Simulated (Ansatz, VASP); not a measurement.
# One calculation of SnSe, two programs

```
CELL_PARAMETERS angstrom
0.00000 3.01000 3.01000
3.01000 0.00000 3.01000
3.01000 3.01000 0.00000
ATOMIC_POSITIONS crystal
Sn 0.98974 0.00523 0.99819
Se 0.50651 0.48800 0.50489
```

Alike in both runs: task single point; functional LDA; k mesh 4 × 4 × 4; no spin polarisation.

|  | VASP | Ansatz |
| --- | --- | --- |
| version | VASP 6.6.1 | Ansatz 0.2.0 |
| potentials or method | VASP PAW LDA potentials, release 64 (Sn_d, Se), cutoff 500 eV | plane waves, PAW |
| occupations | gaussian, width 0.01 eV | fixed |
| valence electrons in the cell | 20 | 30 |

|  | VASP | Ansatz | Ansatz less VASP |
| --- | --- | --- | --- |
| rms of the force components (eV/Å) | 0.026 | 0.028 | +0.0024 |

LDA's correlation is that of Perdew and Zunger in VASP and of Perdew and Wang (1992) in Ansatz. Atom by atom the forces differ by 0.002 eV/Å (rms over components). VASP's potentials hold 20 valence electrons a cell and Ansatz's 30, so a difference there can come from the potentials and not from the codes.

The k mesh is coarse, so the values compare programs but aren't converged.
